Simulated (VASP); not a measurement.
# Ag (Im-3m) in VASP: further runs

Aim: see how the results for Ag move with the level of theory and the settings. Levels: r2SCAN, LDA, RPBE, revPBE, BLYP. Tasks: single point, relaxation of cell and atoms.

Everything below comes from runs of VASP 6.6.1. Logs are shortened: lines on timing, memory, paths and dates and some standing lists are left out, and cuts for length are marked.

### 1 The cell of the first run

It takes space group Im-3m (No. 229, cubic). Conventional cell: a = 3.266 Å, b = 3.266 Å, c = 3.266 Å, α = 90.00°, β = 90.00°, γ = 90.00°. Ag (site symmetry m-3m) has 14 Ag at 2.83 to 3.27 Å within 3.7 Å.

### 2 Single point, r2SCAN

File POSCAR:

```
Ag
1.0
   -1.6331638502      1.6331638502      1.6331638502
    1.6331638502     -1.6331638502      1.6331638502
    1.6331638502      1.6331638502     -1.6331638502
Ag
1
Direct
    0.0000000000      0.0000000000      0.0000000000
```

File INCAR.step1:

```
PREC = Accurate ; ENCUT = 520
ISMEAR = -1 ; SIGMA = 0.05
LREAL = F ; LASPH = T
NELM = 100 ; NBANDS = 12
GGA = PE ; ALGO = Normal
EDIFF = 1E-4 ; LWAVE = T
LCHARG = F
```

File INCAR.step2:

```
PREC = Accurate ; ENCUT = 520
EDIFF = 1E-6 ; ISMEAR = -1
SIGMA = 0.05 ; LREAL = F
LASPH = T ; NELM = 100
ALGO = Normal ; ISIF = 2
LWAVE = F ; LCHARG = F
METAGGA = R2SCAN ; LMIXTAU = T
NBANDS = 12 ; ISTART = 1
```

File KPOINTS:

```
Automatic mesh
0
Gamma
  11 11 11
```

Potentials or basis: VASP PAW PBE potentials, release 64 (Ag).

On the command line:

```console
$ cat potpaw_PBE.64/Ag/POTCAR > POTCAR
$ cp INCAR.step1 INCAR
$ mpirun -np 1 vasp_std > vasp.out
$ cp INCAR.step2 INCAR
$ mpirun -np 1 vasp_std > vasp.out
```

OUTCAR:

```text
PREC = Accurate
   ENCUT = 520
   EDIFF = 1E-6
   ISMEAR = -1
   LREAL = F
   LASPH = T
   NELM = 100
   ISIF = 2
   METAGGA = R2SCAN
   ISTART = 1

 ion  position               nearest neighbor table
   1  0.000  0.000  0.000-

  LATTYP: Found a body centered cubic cell.
 ALAT       =     3.2663277004

  Lattice vectors:

 A1 = (  -1.6331638502,   1.6331638502,   1.6331638502)
 A2 = (   1.6331638502,  -1.6331638502,   1.6331638502)
 A3 = (   1.6331638502,   1.6331638502,  -1.6331638502)

Analysis of symmetry for initial positions (statically):
=====================================================================
 Subroutine PRICEL returns:
 Original cell was already a primitive cell.

 Routine SETGRP: Setting up the symmetry group for a
 body centered cubic supercell.

 Subroutine GETGRP returns: Found 48 space group operations
 (whereof 48 operations were pure point group operations)
 out of a pool of 48 trial point group operations.

The static configuration has the point symmetry O_h .

Analysis of symmetry for dynamics (positions and initial velocities):
=====================================================================
 Subroutine PRICEL returns:
 Original cell was already a primitive cell.

 Routine SETGRP: Setting up the symmetry group for a
 body centered cubic supercell.

 Subroutine GETGRP returns: Found 48 space group operations
 (whereof 48 operations were pure point group operations)
 out of a pool of 48 trial point group operations.

The dynamic configuration has the point symmetry O_h .

 Subroutine INISYM returns: Found 48 space group operations
 (whereof 48 operations are pure point group operations),
 and found     1 'primitive' translations

----------------------------------------------------------------------------------------

                                     Primitive cell

  volume of cell :      17.4241

  direct lattice vectors                    reciprocal lattice vectors
    -1.633163850  1.633163850  1.633163850     0.000000000  0.306154217  0.306154217
     1.633163850 -1.633163850  1.633163850     0.306154217  0.000000000  0.306154217
     1.633163850  1.633163850 -1.633163850     0.306154217  0.306154217  0.000000000

  length of vectors
     2.828722766  2.828722766  2.828722766     0.432967446  0.432967446  0.432967446

  position of ions in fractional coordinates (direct lattice)
[... 82 lines left out ...]
   NFREE  =      0    steps in history (QN), initial steepest desc. (CG)
   ISIF   =      2    stress and relaxation
   ISYM   =      2    0-nonsym 1-usesym 2-fastsym
   POTIM  = 0.5000    time-step for ionic-motion
   TEBEG  =    0.0;   TEEND  =   0.0 temperature during run
   PSTRESS=    0.0 pullay stress
   NELECT =      11.0000    total number of electrons
   NUPDOWN=      -1.0000    fix difference up-down
   EMIN   =  10.00;   EMAX   =-10.00  energy-range for DOS
   EFERMI =   0.00;   METHOD = LEGACY
   ISMEAR =    -1;   SIGMA  =   0.05  broadening in eV -4-tet -1-fermi 0-gaus
   EFERMI_NEDOS =   21; number of points for ismear=-14 and -15
   IALGO  =     38    algorithm
   IMIX   =      4    mixing-type and parameters
     AMIX     =   0.40;   BMIX     =  1.00
     AMIX_MAG =   1.60;   BMIX_MAG =  1.00
  volume/ion in A,a.u.               =      17.42       117.58
  Fermi-wavevector in a.u.,A,eV,Ry     =   1.404395  2.653922 26.835119  1.972326
  Thomas-Fermi vector in A             =   2.526961
   LORBIT       =      0    0 simple, 1 ext, 2 COOP (PROOUT), +10 PAW based schemes
   METAGGA = R2SCAN    functional components
   LHFCALC =     F    Hartree Fock is set to
   AEXX    =    0.0000 exact exchange contribution
   IVDW    =     0    specifies the selected vdW correction
   LEPSILON=     F    determine dielectric tensor
   LRPA    =     F    only Hartree local field effects (RPA)
 non-spin polarized calculation
  energy-cutoff  :      520.00
  volume of cell :       17.42
 maximum number of plane-waves:       478
 NGX is ok and might be reduce to    24
   NGX = 11   NGY = 11   NGZ = 11

 number of electron      11.0000003 magnetization

 Free energy of the ion-electron system (eV)
  ---------------------------------------------------
  ext. energy  EPLUGINS =         0.00000000
  ---------------------------------------------------
  free energy    TOTEN  =       -21.33511256 eV

  energy without entropy =      -21.33171743  energy(sigma->0) =      -21.33341500

 E-fermi :   8.1326     XC(G=0): -12.8155

 val. band max:        8.1049712519   @ k =  -0.3636   0.4545   0.0909
 cond. band min:       8.3312994989   @ k =  -0.4545   0.4545   0.0909
 fundamental gap:      0.2263282470
 Fermi energy:         8.1325730625

 k-point     1 :       0.0000    0.0000    0.0000
  band No.  band energies     occupation
      1       0.3519      2.00000
      2       2.9613      2.00000
      3       2.9613      2.00000
      4       2.9613      2.00000
      5       4.2706      2.00000
      6       4.2706      2.00000
      7      26.7768      0.00000
      8      26.7768      0.00000
      9      26.7768      0.00000
     10      32.9212      0.00000
     11      32.9212      0.00000
     12      32.9212      0.00000
[... 331 lines left out ...]
 k-point    24 :       0.3636    0.1818    0.0909
  band No.  band energies     occupation
      1       2.0964      2.00000
      2       2.3828      2.00000
      3       3.6964      2.00000
      4       4.3167      2.00000
      5       4.4330      2.00000
      6      11.0053      0.00000
      7      12.6843      0.00000
      8      17.2792      0.00000
      9      19.8949      0.00000
     10      31.3873      0.00000
     11      34.0375      0.00000
     12      35.5904      0.00000

 [... further k-points ...]

------------------------ aborting loop because EDIFF is reached ----------------------------------------

  FORCE on cell =-STRESS in cart. coord.  units (eV):
  Direction    XX          YY          ZZ          XY          YZ          ZX
  --------------------------------------------------------------------------------------
  -------------------------------------------------------------------------------------
  Total        0.0136115      0.0136115      0.0136115     -0.0000000      0.0000000     -0.0000000
  in kB        1.2516012      1.2516012      1.2516012     -0.0000000      0.0000000     -0.0000000
  external PRESSURE =       1.2516012 kB  Pullay stress =       0.0000000 kB

 VOLUME and BASIS-vectors are now :
 -----------------------------------------------------------------------------
  energy-cutoff  :      520.00
  volume of cell :       17.42
      direct lattice vectors                 reciprocal lattice vectors
    -1.633163850  1.633163850  1.633163850     0.000000000  0.306154217  0.306154217
     1.633163850 -1.633163850  1.633163850     0.306154217  0.000000000  0.306154217
     1.633163850  1.633163850 -1.633163850     0.306154217  0.306154217  0.000000000

 POSITION                                       TOTAL-FORCE (eV/Angst)
 -----------------------------------------------------------------------------------
      0.00000      0.00000      0.00000        -0.000000     -0.000000     -0.000000
 -----------------------------------------------------------------------------------
    total drift:                               -0.000000      0.000000      0.000000

  FREE ENERGIE OF THE ION-ELECTRON SYSTEM (eV)
  ---------------------------------------------------
  free  energy   TOTEN  =       -21.3351125633 eV

  energy  without entropy=      -21.3317174292  energy(sigma->0) =      -21.33341500
```

Run time: 51 s. Hardware: 1 thread of Intel Xeon 8259CL, shared host; peak memory 0.15 GiB.

What came out:

```yaml
Free_energy: -21.3351 eV
Pressure: 0.1 GPa
```

Levels at points of the mesh, in eV from the Fermi level:
| k point | band 4 | band 5 | band 6 | band 7 | band 8 | band 9 |
| --- | --- | --- | --- | --- | --- | --- |
| (0.00, 0.00, 0.00) | -5.17 | -3.86 | -3.86 | 18.64 | 18.64 | 18.64 |

Caveat: the PAW data sets were made with another functional, which shifts forces and pressure a little.

### 3 Relaxation of cell and atoms, LDA

This run uses another cell than the first one, of 18.15 Å³/atom, 1.042 times its volume.

File INCAR:

```
SYSTEM = Ag
PREC = Accurate
ENCUT = 600
EDIFF = 1E-6
ISMEAR = -1
SIGMA = 0.05
LREAL = .False.
LASPH = .True.
NELM = 100
ALGO = Normal
ISIF = 3
LWAVE = .False.
LCHARG = .False.
IBRION = 2
NSW = 60
EDIFFG = -0.01
```

File KPOINTS:

```
regular mesh
0
Gamma
  11 11 11
  0 0 0
```

File POSCAR:

```
Ag
1.0
   -1.6556540000      1.6556540000      1.6556540000
    1.6556540000     -1.6556540000      1.6556540000
    1.6556540000      1.6556540000     -1.6556540000
Ag
1
Direct
    0.0000000000      0.0000000000      0.0000000000
```

Potentials or basis: VASP PAW LDA potentials, release 64 (Ag).

On the command line:

```console
$ cat potpaw_LDA.64/Ag/POTCAR > POTCAR
$ mpirun -np 1 vasp_std > vasp.out
```

It took 36 s on 1 thread of Intel Xeon 8259CL, shared host; peak memory 0.14 GiB.

The run converged. Its results:

```
Free energy                            : -3.7520 eV
Relaxed volume                         : 16.17 Å³/atom
Relaxed cell                           : a = 2.759 Å, b = 2.759 Å, c = 2.759 Å, α = 109.47°, β = 109.47°, γ = 109.47°
Space group after relaxing (to 0.05 Å) : Im-3m (No. 229)
Energy gained by relaxing              : 80.6 meV/atom
Ionic steps                            : 5
Pressure after relaxing                : -0.1 GPa
```

Step by step:
```csv
step,energy change (eV),largest force (eV/Å),pressure (GPa),volume (Å³)
1,0.0000,0.0000,-11.36,18.15
2,-0.0385,0.0000,12.45,14.98
3,-0.0805,0.0000,-0.13,16.17
4,-0.0805,0.0000,0.16,16.13
5,-0.0806,0.0000,-0.09,16.17
```

Final structure:
```yaml
crystal:
  lattice:
    - [-1.59289, 1.59289, 1.59289]
    - [1.59289, -1.59289, 1.59289]
    - [1.59289, 1.59289, -1.59289]
  atoms:
    - { symbol: Ag, position: [0.00000, 0.00000, 0.00000] }
```

Levels at points of the mesh, in eV from the Fermi level:
| k point | band 2 | band 3 | band 4 | band 5 | band 6 | band 7 | band 8 | band 9 |
| --- | --- | --- | --- | --- | --- | --- | --- | --- |
| (0.00, 0.00, 0.00) | -5.09 | -5.09 | -5.09 | -3.60 | -3.60 | 18.16 | 18.16 | 18.16 |

### 4 Relaxation of cell and atoms, RPBE

This run uses another cell than the first one, of 18.15 Å³/atom, 1.042 times its volume.

File INCAR:

```
PREC = Accurate
ENCUT = 600
EDIFF = 1E-6
ISMEAR = -1
SIGMA = 0.05
LREAL = F
LASPH = T
NELM = 60
ALGO = Fast
ISIF = 3
LWAVE = F
LCHARG = F
GGA = RP
IBRION = 2
NSW = 60
EDIFFG = -0.01
```

File KPOINTS:

```
Automatic mesh
0
Gamma
  11 11 11
```

POSCAR is that of step 3.

Potentials or basis: VASP PAW PBE potentials, release 64 (Ag).

On the command line:

```console
$ cat potpaw_PBE.64/Ag/POTCAR > POTCAR
$ mpirun -np 1 vasp_std > vasp.out
```

OUTCAR:

```text
PREC = Accurate
   ENCUT = 600
   EDIFF = 1E-6
   ISMEAR = -1
   LREAL = F
   LASPH = T
   NELM = 60
   ISIF = 3
   GGA = RP
   IBRION = 2
   NSW = 60
   EDIFFG = -0.01

 ion  position               nearest neighbor table
   1  0.000  0.000  0.000-

  LATTYP: Found a body centered cubic cell.
 ALAT       =     3.3113080000

  Lattice vectors:

 A1 = (  -1.6556540000,   1.6556540000,   1.6556540000)
 A2 = (   1.6556540000,  -1.6556540000,   1.6556540000)
 A3 = (   1.6556540000,   1.6556540000,  -1.6556540000)

Analysis of symmetry for initial positions (statically):
=====================================================================
 Subroutine PRICEL returns:
 Original cell was already a primitive cell.

 Routine SETGRP: Setting up the symmetry group for a
 body centered cubic supercell.

 Subroutine GETGRP returns: Found 48 space group operations
[... 9 lines left out ...]

 Routine SETGRP: Setting up the symmetry group for a
 body centered cubic supercell.

 Subroutine GETGRP returns: Found 48 space group operations
[... 11 lines left out ...]
                                     Primitive cell

  volume of cell :      18.1538

  direct lattice vectors                    reciprocal lattice vectors
    -1.655654000  1.655654000  1.655654000     0.000000000  0.301995465  0.301995465
     1.655654000 -1.655654000  1.655654000     0.301995465  0.000000000  0.301995465
     1.655654000  1.655654000 -1.655654000     0.301995465  0.301995465  0.000000000

  length of vectors
     2.867676848  2.867676848  2.867676848     0.427086083  0.427086083  0.427086083

  position of ions in fractional coordinates (direct lattice)
     0.000000000  0.000000000  0.000000000

  ion indices of the primitive-cell ions
   primitive index   ion index
                 1           1

----------------------------------------------------------------------------------------

 KPOINTS: Automatic mesh

Automatic generation of k-mesh.
[... 94 lines left out ...]
   IVDW    =     0    specifies the selected vdW correction
   LEPSILON=     F    determine dielectric tensor
   LRPA    =     F    only Hartree local field effects (RPA)
 conjugate gradient relaxation of ions
 non-spin polarized calculation
 RMM-DIIS sequential band-by-band and
  energy-cutoff  :      600.00
  volume of cell :       18.15
 maximum number of plane-waves:       621
   NGX = 11   NGY = 11   NGZ = 11

--------------------------------------- Ionic step        1  -------------------------------------------

 number of electron      11.0000001 magnetization

 Free energy of the ion-electron system (eV)
  ---------------------------------------------------
  ext. energy  EPLUGINS =         0.00000000
  ---------------------------------------------------
  free energy    TOTEN  =        -2.17578493 eV

  energy without entropy =       -2.17241938  energy(sigma->0) =       -2.17410216

------------------------ aborting loop because EDIFF is reached ----------------------------------------

  FORCE on cell =-STRESS in cart. coord.  units (eV):
  Direction    XX          YY          ZZ          XY          YZ          ZX
  --------------------------------------------------------------------------------------
  -------------------------------------------------------------------------------------
  Total        0.3271795      0.3271795      0.3271795      0.0000000      0.0000000      0.0000000
  in kB       28.8753945     28.8753945     28.8753945      0.0000000      0.0000000      0.0000000
  external PRESSURE =      28.8753945 kB  Pullay stress =       0.0000000 kB
[... 57 lines left out ...]
--------------------------------------- Ionic step        3  -------------------------------------------

 number of electron      10.9999997 magnetization

 Free energy of the ion-electron system (eV)
  ---------------------------------------------------
  ext. energy  EPLUGINS =         0.00000000
  ---------------------------------------------------
  free energy    TOTEN  =        -2.18132706 eV

  energy without entropy =       -2.17809325  energy(sigma->0) =       -2.17971015

 E-fermi :   7.2970     XC(G=0): -11.4929

 val. band max:        7.2725422591   @ k =  -0.3636   0.4545   0.0909
 cond. band min:       7.5401825781   @ k =  -0.4545   0.4545   0.0909
 fundamental gap:      0.2676403190
 Fermi energy:         7.2969673078

 k-point     1 :       0.0000    0.0000    0.0000
  band No.  band energies     occupation
      1       0.2551      2.00000
      2       2.6949      2.00000
      3       2.6949      2.00000
      4       2.6949      2.00000
      5       3.8205      2.00000
      6       3.8205      2.00000
      7      24.8938      0.00000
      8      24.8938      0.00000
      9      24.8938      0.00000
[... 265 lines left out ...]
 k-point    24 :       0.3636    0.1818    0.0909
  band No.  band energies     occupation
      1       1.9511      2.00000
      2       2.2016      2.00000
      3       3.3320      2.00000
      4       3.8562      2.00000
      5       3.9557      2.00000
      6       9.9596      0.00000
      7      11.3234      0.00000
      8      15.6781      0.00000
      9      18.1339      0.00000

 [... further k-points ...]
[... 5 lines left out ...]
  --------------------------------------------------------------------------------------
  -------------------------------------------------------------------------------------
  Total       -0.0095635     -0.0095635     -0.0095635     -0.0000000     -0.0000000     -0.0000000
  in kB       -0.8149087     -0.8149087     -0.8149087     -0.0000000     -0.0000000     -0.0000000
  external PRESSURE =      -0.8149087 kB  Pullay stress =       0.0000000 kB
[... 16 lines left out ...]
  FREE ENERGIE OF THE ION-ELECTRON SYSTEM (eV)
  ---------------------------------------------------
  free  energy   TOTEN  =        -2.1813270639 eV

  energy  without entropy=       -2.1780932458  energy(sigma->0) =       -2.17971015

 reached required accuracy - stopping structural energy minimisation
```

OSZICAR:

```text
N       E                     dE             d eps       ncg     rms          rms(c)
DAV:   1     0.503308760893E+02    0.50331E+02   -0.62028E+03  1024   0.123E+03
DAV:   2    -0.194805234464E+01   -0.52279E+02   -0.50941E+02  1049   0.223E+02
DAV:   3    -0.235291587684E+01   -0.40486E+00   -0.40388E+00  1133   0.240E+01
[... 23 lines left out ...]
RMM:   2    -0.218178795815E+01    0.21670E-01   -0.50981E-02  1008   0.256E+00    0.274E-01
RMM:   3    -0.218143023499E+01    0.35772E-03   -0.96571E-04  1008   0.400E-01    0.198E-01
RMM:   4    -0.218132862572E+01    0.10161E-03   -0.18493E-04  1008   0.172E-01    0.218E-02
RMM:   5    -0.218132673687E+01    0.18889E-05   -0.19037E-05  1005   0.483E-02    0.565E-03
RMM:   6    -0.218132706390E+01   -0.32703E-06   -0.32669E-06   762   0.189E-02
   3 F= -.21813271E+01 E0= -.21797102E+01  d E =-.554214E-02
```

CONTCAR:

```text
Ag
   1.00000000000000
    -1.6751437419269612    1.6751437419269612    1.6751437419269612
     1.6751437419269612   -1.6751437419269612    1.6751437419269612
     1.6751437419269612    1.6751437419269612   -1.6751437419269612
  Ag
     1
Direct
     0.0000000000000000    0.0000000000000000    0.0000000000000000

  0.00000000E+00  0.00000000E+00  0.00000000E+00
```

It took 41 s on 1 thread of Intel Xeon 8259CL, shared host; peak memory 0.15 GiB.

What came out:

- Free energy: -2.1813 eV
- Relaxed volume: 18.80 Å³/atom
- Relaxed cell: a = 2.901 Å, b = 2.901 Å, c = 2.901 Å, α = 109.47°, β = 109.47°, γ = 109.47°
- Space group after relaxing (to 0.05 Å): Im-3m (No. 229)
- Energy gained by relaxing: 5.5 meV/atom
- Ionic steps: 3
- Pressure after relaxing: -0.1 GPa

Step by step:
```
step  energy change (eV)  largest force (eV/Å)  pressure (GPa)  volume (Å³)
   1              0.0000                0.0000            2.89        18.15
   2             -0.0049                0.0000           -0.75        19.03
   3             -0.0055                0.0000           -0.08        18.80
```

Final structure:
```
CELL_PARAMETERS angstrom
-1.67514 1.67514 1.67514
1.67514 -1.67514 1.67514
1.67514 1.67514 -1.67514
ATOMIC_POSITIONS crystal
Ag 0.00000 0.00000 0.00000
```

Levels at points of the mesh, in eV from the Fermi level:
```
           k point  band 2  band 3  band 4  band 5  band 6  band 7  band 8  band 9
(0.00, 0.00, 0.00)   -4.60   -4.60   -4.60   -3.48   -3.48   17.60   17.60   17.60
```

Caveat: the PAW data sets were made with another functional, which shifts forces and pressure a little.

[end of part 1 of 2]
